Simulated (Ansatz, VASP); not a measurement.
Two plane-wave programs on AlN

The input INCAR:

```
SYSTEM = AlN
ALGO     = Normal         ! electronic algorithm
EDIFF    = 1E-7           ! SCF threshold, eV
ENCUT    = 520            ! plane-wave cutoff, eV
GGA      = PE             ! functional
ISIF     = 2              ! what is computed and relaxed
ISMEAR   = 0              ! smearing method
LASPH    = .TRUE.         ! aspherical terms in the spheres
LCHARG   = .FALSE.        ! write CHGCAR
LREAL    = .FALSE.        ! projectors in reciprocal space
LWAVE    = .FALSE.        ! write WAVECAR
NBANDS   = 36             ! bands
NELM     = 60             ! most SCF steps
PREC     = Accurate       ! precision mode
SIGMA    = 0.05           ! smearing width, eV
```

KPOINTS

```
k-points
0
G
  8 8 2
  0 0 0
```

The input POSCAR:

```
AlN
1.0
    2.1839935596     -2.1839935596      0.0000000000
    2.1839935596      0.0000000000     -2.1839935596
    9.1727729503      8.2991755265      8.7359742384
Al N
6 6
Direct
    0.6541733333      0.6666666667      0.0624666667
   -0.1791600000      0.0000000000      0.8958000000
    0.2875066667      0.3333333333      0.2291333333
    0.5541733333      0.6666666667      0.5624666667
   -0.0791600000      0.0000000000      0.3958000000
    0.1875066667      0.3333333333      0.7291333333
    0.5791733333      0.6666666667      0.4374666667
    0.9458400000      1.0000000000      0.2708000000
    0.2125066667      0.3333333333      0.6041333333
    0.4791733333      0.6666666667      0.9374666667
   -0.1541600000      0.0000000000      0.7708000000
    0.3125066667      0.3333333333      0.1041333333
```

Input for Ansatz:

```yaml
crystal:
  lattice:
    - [2.1839935596, -2.1839935596, 0.0]
    - [2.1839935596, 0.0, -2.1839935596]
    - [9.1727729503, 8.2991755265, 8.7359742384]
  atoms:
    - { symbol: Al, position: [0.6541733333, 0.6666666667, 0.0624666667] }
    - { symbol: Al, position: [-0.17916, 0.0, 0.8958] }
    - { symbol: Al, position: [0.2875066667, 0.3333333333, 0.2291333333] }
    - { symbol: Al, position: [0.5541733333, 0.6666666667, 0.5624666667] }
    - { symbol: Al, position: [-0.07916, 0.0, 0.3958] }
    - { symbol: Al, position: [0.1875066667, 0.3333333333, 0.7291333333] }
    - { symbol: "N", position: [0.5791733333, 0.6666666667, 0.4374666667] }
    - { symbol: "N", position: [0.94584, 1.0, 0.2708] }
    - { symbol: "N", position: [0.2125066667, 0.3333333333, 0.6041333333] }
    - { symbol: "N", position: [0.4791733333, 0.6666666667, 0.9374666667] }
    - { symbol: "N", position: [-0.15416, 0.0, 0.7708] }
    - { symbol: "N", position: [0.3125066667, 0.3333333333, 0.1041333333] }
basis:
  ecutwfc: 420
kpoints:
  mp_grid: { grid: [8, 8, 2] }
hamiltonian:
  xc: pbe
scf:
  occupations: { method: gaussian, width: 0.05 }
output:
  forces: true
  stress: true
  eigenvalues: true
```

Alike in both runs: task single point; functional PBE; k mesh 8 × 8 × 2; occupations gaussian, width 0.05 eV; no spin polarisation.

|  | VASP | Ansatz |
| --- | --- | --- |
| version | VASP 6.6.1 | Ansatz 0.2.0 |
| potentials or method | VASP PAW PBE potentials, release 64 (Al, N), cutoff 520 eV | scalar-relativistic, plane waves, PAW |
| valence electrons in the cell | 48 | 48 |

|  | VASP | Ansatz | Ansatz less VASP |
| --- | --- | --- | --- |
| gap on the k mesh at the Fermi level (eV) | 3.00 | 3.01 | +0.009 |
| least direct gap on the mesh (eV) | 3.39 | 3.39 | +0.007 |
| pressure (GPa) | 4.1 | 4.3 | +0.26 |
| traceless stress, the component that is largest in VASP (GPa) | -2.96 | -2.95 | +0.013 |
| rms of the force components (eV/Å) | 0.273 | 0.273 | -0.0003 |

Atom by atom the forces differ by 0.002 eV/Å (rms over components). With one functional, cell and mesh, what is left measures potentials, basis and numerics.
